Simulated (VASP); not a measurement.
# C: single point with r2SCAN

The system is C.

```
C
1.0
     1.16663    0.67355    3.51436
    -1.16663    0.67355    3.51436
     0.00000   -1.34710    3.51436
C
2
Direct
  0.16400 0.16400 0.16400
  0.83600 0.83600 0.83600
```

This cell differs from its parent crystal: strain -0.050 along x and y, +0.050 along z.

- Program: VASP 6.6.1
- Task: single point
- Functional: r2SCAN
- Potentials or basis: VASP PAW PBE potentials, release 64 (C)
- Cutoff: 520 eV
- k mesh: 12 × 12 × 12
- Occupations: gaussian, width 0.05 eV
- Spin: no spin polarisation
- Dipole correction: no
- Further INCAR settings: ALGO = Normal; EDIFF = 1e-07; NBANDS = 11

```
Pressure               : 52.4 GPa
Largest force          : 0.900 eV/Å
Band gap on the k mesh : 0.56 eV, direct
```

Forces on the atoms (eV/Å):
```
C    0.000  0.000  0.900
C    0.000  0.000 -0.900
```

Stress tensor (GPa, compression positive):
```
79.20  0.00  0.00
 0.00 79.20  0.00
 0.00  0.00 -1.16
```

Levels at points of the mesh, in eV from the valence-band top:
```tsv
k point	band 1	band 2	band 3	band 4	band 5	band 6	band 7	band 8
(0.00, 0.00, 0.00)	-21.98	-8.19	-2.81	-2.81	3.60	10.09	10.09	14.87
(0.50, 0.00, 0.00)	-15.61	-14.89	-6.96	-2.27	2.30	9.85	12.99	13.21
(0.50, 0.50, 0.00)	-15.55	-14.84	-6.99	-2.87	1.86	9.57	14.03	15.88
(0.50, 0.50, 0.50)	-21.79	-9.68	-2.82	-2.82	9.61	10.07	10.07	14.30
```

Run time: 3.5 min on 1 thread of Intel(R) Xeon(R) Platinum 8259CL CPU @ 2.50GHz (Skylake/Cascade Lake) (shared host), peak memory 0.17 GiB.

Caveat: the cell differs from its parent crystal (strain -0.050 along x and y, +0.050 along z); the PAW data sets were made with another functional, which shifts forces and pressure a little. A k mesh can miss the band edges.
